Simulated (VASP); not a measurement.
# EuFe3 (Pm-3m) in VASP: a series of runs

The runs below take EuFe3 through single point, with PBE.

Everything below comes from runs of VASP 6.6.1. Logs are shortened: lines on timing, memory, paths and dates and some standing lists are left out, and cuts for length are marked.

### Step 1. The cell of the first run

Symmetry: Pm-3m, No. 221, cubic system. Conventional cell: a = 3.963 Å, b = 3.963 Å, c = 3.963 Å, α = 90.00°, β = 90.00°, γ = 90.00°. Within 3.7 Å of Eu (site symmetry m-3m) lie 12 Fe at 2.80 Å. Fe (site symmetry 4/mmm) has 4 Eu at 2.80 Å and 8 Fe at 2.80 Å within 3.7 Å.

### Step 2. Single point, PBE, collinear spin, ferrimagnetic start

File INCAR:

```
  PREC = Accurate
  ENCUT = 520
  EDIFF = 1E-6
  ISMEAR = 0
  SIGMA = 0.05
  LREAL = False
  LASPH = True
  NELM = 150
  ALGO = Normal
  ISIF = 2
  LWAVE = False
  LCHARG = False
  ISPIN = 2
  MAGMOM = 7.15 -2.71 -2.71 -2.71
  LORBIT = 11
  LMAXMIX = 6
  GGA = PE
  NBANDS = 32
```

File KPOINTS:

```
regular mesh
0
Gamma
  8 8 8
```

File POSCAR:

```
EuFe3
1.0
    3.9628383107      0.0000000000      0.0000000000
    0.0000000000      3.9628383107      0.0000000000
    0.0000000000      0.0000000000      3.9628383107
Eu Fe
1 3
Direct
    0.0000000000      0.0000000000      0.0000000000
    0.0000000000      0.5000000000      0.5000000000
    0.5000000000      0.5000000000      0.0000000000
    0.5000000000      0.0000000000      0.5000000000
```

Potentials or basis: VASP PAW PBE potentials, release 64 (Eu, Fe).

Started as:

```bash
$ cat potpaw_PBE.64/Eu/POTCAR potpaw_PBE.64/Fe/POTCAR > POTCAR
$ mpirun -np 1 vasp_std > vasp.out
```

OUTCAR:

```text
PREC = Accurate
   ENCUT = 520
   EDIFF = 1E-6
   ISMEAR = 0
   LREAL = False
   LASPH = True
   NELM = 150
   ISIF = 2
   ISPIN = 2
   LORBIT = 11
   GGA = PE

 ion  position               nearest neighbor table
   1  0.000  0.000  0.000-   2 2.80   3 2.80   4 2.80   2 2.80   4 2.80   2 2.80   3 2.80   2 2.80
                             3 2.80   4 2.80   4 2.80   3 2.80
   2  0.000  0.500  0.500-   1 2.80   3 2.80   4 2.80   1 2.80   3 2.80   1 2.80   4 2.80   1 2.80
                             3 2.80   4 2.80   3 2.80   4 2.80
   3  0.500  0.500  0.000-   1 2.80   2 2.80   4 2.80   2 2.80   4 2.80   1 2.80   4 2.80   4 2.80
                             1 2.80   2 2.80   2 2.80   1 2.80
   4  0.500  0.000  0.500-   1 2.80   2 2.80   3 2.80   1 2.80   3 2.80   2 2.80   3 2.80   3 2.80
                             1 2.80   2 2.80   1 2.80   2 2.80

  LATTYP: Found a simple cubic cell.
 ALAT       =     3.9628383107

  Lattice vectors:

 A1 = (   3.9628383107,   0.0000000000,   0.0000000000)
 A2 = (   0.0000000000,   3.9628383107,   0.0000000000)
 A3 = (   0.0000000000,   0.0000000000,   3.9628383107)

Analysis of symmetry for initial positions (statically):
=====================================================================
 Subroutine PRICEL returns:
 Original cell was already a primitive cell.

 Routine SETGRP: Setting up the symmetry group for a
 simple cubic supercell.

 Subroutine GETGRP returns: Found 48 space group operations
 (whereof 48 operations were pure point group operations)
 out of a pool of 48 trial point group operations.

The static configuration has the point symmetry O_h .

Analysis of symmetry for dynamics (positions and initial velocities):
=====================================================================
 Subroutine PRICEL returns:
 Original cell was already a primitive cell.

 Routine SETGRP: Setting up the symmetry group for a
 simple cubic supercell.

 Subroutine GETGRP returns: Found 48 space group operations
 (whereof 48 operations were pure point group operations)
 out of a pool of 48 trial point group operations.

The dynamic configuration has the point symmetry O_h .

Analysis of structural, dynamic, and magnetic symmetry:
=====================================================================
 Subroutine PRICEL returns:
 Original cell was already a primitive cell.

 Routine SETGRP: Setting up the symmetry group for a
 simple cubic supercell.

 Subroutine GETGRP returns: Found 48 space group operations
 (whereof 48 operations were pure point group operations)
 out of a pool of 48 trial point group operations.

The overall configuration has the point symmetry O_h .
[... 137 lines left out ...]
  volume of cell :       62.23
 maximum number of plane-waves:      1743
 NGX is ok and might be reduce to    30
   NGX = 15   NGY = 15   NGZ = 15

 number of electron      41.0000019 magnetization       0.4144879

 number of electron      41.0000020 magnetization      -0.3116077

 Free energy of the ion-electron system (eV)
  ---------------------------------------------------
  ext. energy  EPLUGINS =         0.00000000
  ---------------------------------------------------
  free energy    TOTEN  =       -34.25140525 eV

  energy without entropy =      -34.24049085  energy(sigma->0) =      -34.24594805

 E-fermi :   4.7514     XC(G=0): -12.0828

 val. band max:        4.7478997232   @ k =   0.5000   0.3750   0.1250
 cond. band min:       4.7584466110   @ k =   0.5000   0.3750   0.2500
 fundamental gap:      0.0105468878
 Fermi energy:         4.7513623733

 spin component 1

 k-point     1 :       0.0000    0.0000    0.0000
  band No.  band energies     occupation
      1     -36.1624      1.00000
      2     -14.8680      1.00000
      3     -14.8680      1.00000
      4     -14.8680      1.00000
      5      -1.9498      1.00000
      6       1.3666      1.00000
[... 829 lines left out ...]
     31       7.9347      0.00000
     32       8.2076      0.00000

 [... further k-points ...]

 spin component 2

 k-point     1 :       0.0000    0.0000    0.0000
  band No.  band energies     occupation
      1     -33.1751      1.00000
      2     -12.6708      1.00000
      3     -12.6708      1.00000
      4     -12.6708      1.00000
      5      -1.8851      1.00000
      6       0.4771      1.00000
[... 829 lines left out ...]
     31       8.8404      0.00000
     32       8.9255      0.00000

 [... further k-points ...]

------------------------ aborting loop because EDIFF is reached ----------------------------------------

  FORCE on cell =-STRESS in cart. coord.  units (eV):
  Direction    XX          YY          ZZ          XY          YZ          ZX
  --------------------------------------------------------------------------------------
  -------------------------------------------------------------------------------------
  Total       -0.0208978     -0.0208978     -0.0208978      0.0000000      0.0000000      0.0000000
  in kB       -0.5380110     -0.5380110     -0.5380110      0.0000000      0.0000000      0.0000000
  external PRESSURE =      -0.5380110 kB  Pullay stress =       0.0000000 kB

 VOLUME and BASIS-vectors are now :
 -----------------------------------------------------------------------------
  energy-cutoff  :      520.00
  volume of cell :       62.23
      direct lattice vectors                 reciprocal lattice vectors
     3.962838311  0.000000000  0.000000000     0.252344386  0.000000000  0.000000000
     0.000000000  3.962838311  0.000000000     0.000000000  0.252344386  0.000000000
     0.000000000  0.000000000  3.962838311     0.000000000  0.000000000  0.252344386

 POSITION                                       TOTAL-FORCE (eV/Angst)
 -----------------------------------------------------------------------------------
      0.00000      0.00000      0.00000         0.000000      0.000000      0.000000
      0.00000      1.98142      1.98142         0.000000      0.000000      0.000000
      1.98142      1.98142      0.00000         0.000000      0.000000      0.000000
      1.98142      0.00000      1.98142         0.000000      0.000000      0.000000
 -----------------------------------------------------------------------------------
    total drift:                                0.000000      0.000000     -0.000000

  FREE ENERGIE OF THE ION-ELECTRON SYSTEM (eV)
  ---------------------------------------------------
  free  energy   TOTEN  =       -34.2514052466 eV

  energy  without entropy=      -34.2404908499  energy(sigma->0) =      -34.24594805

 total charge

# of ion       s       p       d       f       tot
--------------------------------------------------
    1        2.107   5.701   0.808   6.367  14.982
    2        0.446   0.340   6.211   0.000   6.998
    3        0.446   0.340   6.211   0.000   6.998
    4        0.446   0.340   6.211   0.000   6.998
--------------------------------------------------
tot          3.446   6.721  19.442   6.367  35.976

 magnetization (x)

# of ion       s       p       d       f       tot
--------------------------------------------------
    1        0.012  -0.072   0.283   6.259   6.482
    2        0.011   0.039  -2.470   0.000  -2.420
    3        0.011   0.039  -2.470   0.000  -2.420
    4        0.011   0.039  -2.470   0.000  -2.420
--------------------------------------------------
tot          0.045   0.046  -7.127   6.259  -0.777
```

Run time: 16 min. Hardware: 1 thread of Oxide Virtual Turin-like, shared host; peak memory 0.25 GiB.

Results:

```
Free energy                                           : -34.2514 eV
Pressure                                              : -0.1 GPa
Net moment                                            : -0.31 μB per cell
Site moments                                          : Eu +6.48; Fe -2.42 μB
Valence electrons inside the program's atomic spheres : Eu 14.98; Fe 7.00
```

Caveat: spin-orbit coupling is left out, which moves the levels of the heavy elements; semilocal functionals describe open f shells poorly, which spoils levels, moments and volumes.

### Step 3. Single point, PBE, collinear spin, ferrimagnetic start

File INCAR:

```
PREC = Accurate ; ENCUT = 520
EDIFF = 1E-7 ; ISMEAR = 0
SIGMA = 0.05 ; LREAL = False
LASPH = True ; NELM = 150
ALGO = Normal ; ISIF = 2
LWAVE = False ; LCHARG = False
ISPIN = 2 ; MAGMOM = 7 -2.5 -2.5 -2.5
LORBIT = 11 ; LMAXMIX = 6
GGA = PE ; NBANDS = 32
```

File KPOINTS:

```
Automatic mesh
0
Gamma
  8 8 8
```

POSCAR is that of step 2.

Potentials or basis: VASP PAW PBE potentials, release 64 (Eu, Fe).

Started as:

```bash
$ cat potpaw_PBE.64/Eu/POTCAR potpaw_PBE.64/Fe/POTCAR > POTCAR
$ mpirun -np 1 vasp_std > vasp.out
```

Wall time 13 min (1 thread of Oxide Virtual Turin-like, shared host); peak memory 0.25 GiB.

The run converged. Its results:

| Property | Result |
| --- | --- |
| Free energy | -34.2514 eV |
| Pressure | 0.0 GPa |
| Net moment | -0.31 μB per cell |
| Site moments | Eu +6.48; Fe -2.42 μB |
| Valence electrons inside the program's atomic spheres | Eu 14.98; Fe 7.00 |

Levels at points of the mesh, in eV from the Fermi level:
Spin up:
```tsv
k point	band 19	band 20	band 21	band 22	band 23	band 24
(0.00, 0.00, 0.00)	-0.05	-0.05	-0.05	1.22	1.23	1.47
(0.50, 0.00, 0.00)	-0.36	-0.21	-0.21	0.51	0.59	0.73
(0.50, 0.50, 0.00)	-0.28	-0.25	-0.08	-0.08	-0.06	0.29
(0.50, 0.50, 0.50)	0.17	0.17	0.20	0.20	0.20	0.20
```
Spin down:
```
           k point  band 18  band 19  band 20  band 21  band 22  band 23  band 24  band 25
(0.00, 0.00, 0.00)    -0.78    -0.78    -0.78     2.69     2.69     2.69     2.85     2.85
(0.50, 0.00, 0.00)    -1.77    -1.77    -1.51    -0.78     2.11     2.11     2.47     3.58
(0.50, 0.50, 0.00)    -2.05    -1.84    -1.50    -0.93     1.20     1.20     3.30     3.30
(0.50, 0.50, 0.50)    -1.01    -1.01    -0.73     1.58     1.58     1.58     2.35     2.35
```

Caveat: spin-orbit coupling is left out, which moves the levels of the heavy elements; semilocal functionals describe open f shells poorly, which spoils levels, moments and volumes.

### Step 4. Single point, PBE, collinear spin, ferrimagnetic start

File INCAR:

```
  PREC = Accurate
  ENCUT = 520
  EDIFF = 1E-6
  ISMEAR = 0
  SIGMA = 0.05
  LREAL = False
  LASPH = True
  NELM = 150
  ALGO = Normal
  ISIF = 2
  LWAVE = False
  LCHARG = True
  ISPIN = 2
  MAGMOM = 7 -2.5 -2.5 -2.5
  LORBIT = 11
  LMAXMIX = 6
  GGA = PE
  LELF = True
  LVHAR = True
  NBANDS = 32
```

File KPOINTS:

```
Automatic mesh
0
Gamma
  8 8 8
  0.5 0.5 0.5
```

POSCAR is that of step 3.

Started as:

```bash
$ cat potpaw_PBE.64/Eu/POTCAR potpaw_PBE.64/Fe/POTCAR > POTCAR
$ mpirun -np 1 vasp_std > vasp.out
```

It took 5.5 min on 1 thread of Oxide Virtual Turin-like, shared host; peak memory 0.21 GiB.

The run converged. Its results:

- Free energy: -34.2764 eV
- Pressure: 0.4 GPa
- Net moment: -0.50 μB per cell
- Site moments: Eu +6.46; Fe -2.46 μB
- Valence electrons inside the program's atomic spheres: Eu 14.98; Fe 7.00

Levels at points of the mesh, in eV from the Fermi level:
Spin up:
```tsv
k point	band 16	band 17	band 18	band 19	band 20	band 21	band 22	band 23	band 24	band 25
(0.06, 0.06, 0.06)	-0.77	-0.75	-0.73	-0.07	0.00	0.00	1.21	1.21	1.33	1.33
```
Spin down:
```
           k point  band 17  band 18  band 19  band 20  band 21  band 22  band 23  band 24  band 25  band 26
(0.06, 0.06, 0.06)    -1.25    -0.94    -0.94    -0.85     2.18     2.18     2.35     3.28     3.28     3.66
```

Caveat: spin-orbit coupling is left out, which moves the levels of the heavy elements; semilocal functionals describe open f shells poorly, which spoils levels, moments and volumes.
